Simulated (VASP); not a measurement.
A run of VASP 6.6.1 is set up as follows.

INCAR

```
  ALGO = Normal
  EDIFF = 1E-6
  ENCUT = 520
  GGA = PS
  ISIF = 2
  ISMEAR = -1
  ISPIN = 2
  LASPH = True
  LCHARG = False
  LMAXMIX = 4
  LORBIT = 11
  LREAL = False
  LWAVE = False
  MAGMOM = 2 0
  NBANDS = 18
  NELM = 150
  PREC = Accurate
  SIGMA = 0.05
```

KPOINTS

```
k-points
0
Gamma
  11 11 11
```

Contents of POSCAR:

```
CoO
1.0
    0.0000000000      2.0857701052      2.0857701052
    2.0857701052      0.0000000000      2.0857701052
    2.0857701052      2.0857701052      0.0000000000
Co O
1 1
Direct
    0.0000000000      0.0000000000      0.0000000000
    0.5000000000      0.5000000000      0.5000000000
```

Potentials or basis: VASP PAW PBE potentials, release 64 (Co, O).

The run is started by

```console
$ cat potpaw_PBE.64/Co/POTCAR potpaw_PBE.64/O/POTCAR > POTCAR
$ mpirun -np 1 vasp_std > vasp.out
```

(1) Predict the pressure.

(2) What does it give for the net moment?

Results:

(1) -0.9 GPa.

(2) 2.77 μB per cell.

Caveat: the PAW data sets were made with another functional, which shifts forces and pressure a little; a cell with one magnetic atom can't hold antiferromagnetic order, which such compounds often take.
